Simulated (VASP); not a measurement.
Runs of VASP 6.6.1 on Se. The structure is that of space group Fd-3m (No. 227), or close to it. The cells are those of the table. 

```tsv
cell	gap on the mesh (eV)	pressure (GPa)	largest force (eV/Å)
a = 4.355 Å, angles 62.0°, 2 atoms	none	(a)	0.45
a = 4.376 Å, angles 61.3°, 2 atoms	none	-1.6	0.37
a = 4.398 Å, angles 60.7°, 2 atoms	none	-1.6	0.33
a = 4.442 Å, angles 59.3°, 2 atoms	none	-1.6	0.32
a = 4.465 Å, angles 58.7°, 2 atoms	none	-1.6	0.33
```

Alike in all rows: task single point; level LDA; potentials or basis VASP PAW LDA potentials, release 64 (Se); no spin polarisation; k mesh 5 × 5 × 5; cutoff (eV) 500; smearing gaussian 0.02 eV.

Fill in the values left out.

(a) -1.5.

A k mesh can miss the band edges, and the runs leave out spin-orbit coupling on Se.

A gap of «none» marks levels without a gap at the run's occupations.
